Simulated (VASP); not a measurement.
Input of a VASP 6.6.1 run:

Contents of INCAR:

```
SYSTEM = As
PREC = Accurate
ENCUT = 520
EDIFF = 1E-7
ISMEAR = -1
SIGMA = 0.05
LREAL = .False.
LASPH = .True.
NELM = 100
ALGO = Normal
ISIF = 2
LWAVE = .False.
LCHARG = .True.
GGA = PE
LELF = .True.
LVHAR = .True.
NBANDS = 12
```

Contents of KPOINTS:

```
regular mesh
0
Gamma
  9 9 9
  0 0 0
```

File POSCAR:

```
As
1.0
    1.9176846343      1.1071757398      3.5829826684
   -1.9176846343      1.1071757398      3.5829826684
    0.0000000000     -2.2143514796      3.5829826684
As
2
Direct
    0.2260000000      0.2260000000      0.2260000000
    0.7740000000      0.7740000000      0.7740000000
```

Potentials or basis: VASP PAW PBE potentials, release 64 (As).

The run is started by

```console
$ cat potpaw_PBE.64/As/POTCAR > POTCAR
$ mpirun -np 1 vasp_std > vasp.out
```

(1) Estimate the band gap on the k mesh.

(2) Estimate the pressure.

Answers

(1) zero (band 5 reaches 4.82 eV, above the bottom of band 6 at 4.73 eV).

(2) -0.4 GPa.
